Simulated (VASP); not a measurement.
BiB:

```xyz
2
Lattice="0.0000 2.6768 2.6768 2.6768 0.0000 2.6768 2.6768 2.6768 0.0000" Properties=species:S:1:pos:R:3 pbc="T T T"
B     0.0000    0.0000    0.0000
Bi    1.3384    1.3384    1.3384
```

- Program: VASP 6.6.1
- Task: relaxation of cell and atoms
- Functional: PBEsol
- Potentials or basis: VASP PAW PBE potentials, release 64 (B, Bi_d)
- Cutoff: 600 eV
- k mesh: 8 × 8 × 8
- Occupations: fermi-dirac, width 0.03 eV
- Spin: no spin polarisation

At the start: pressure 5.2 GPa; volume 19.18 Å³/atom.

Question: How do energy, volume and symmetry change on relaxing?

Answer: Over 3 steps the energy falls by 16.9 meV/atom and the volume is 20.28 Å³/atom (+5.7 %); space group F-43m (No. 216, to 0.1 Å) before and after.

The path:
```csv
step,energy change (eV),largest force (eV/Å),pressure (GPa),volume (Å³)
1,0.0000,0.0000,5.20,38.36
2,-0.0228,0.0000,-2.51,41.92
3,-0.0339,0.0000,0.00,40.56
```

Final structure:
```cif
data_structure
_symmetry_space_group_name_H-M 'P 1'
_symmetry_Int_Tables_number 1
_cell_length_a 3.8566
_cell_length_b 3.8566
_cell_length_c 3.8566
_cell_angle_alpha 60.000
_cell_angle_beta 60.000
_cell_angle_gamma 60.000
_cell_volume 40.56
loop_
_atom_site_label
_atom_site_type_symbol
_atom_site_fract_x
_atom_site_fract_y
_atom_site_fract_z
_atom_site_occupancy
B1 B 0.00000 0.00000 0.00000 1
Bi1 Bi 0.25000 0.25000 0.25000 1
```

Caveat: the structure was generated, so it needn't be the stable form of BiB; the PAW data sets were made with another functional, which shifts forces and pressure a little.
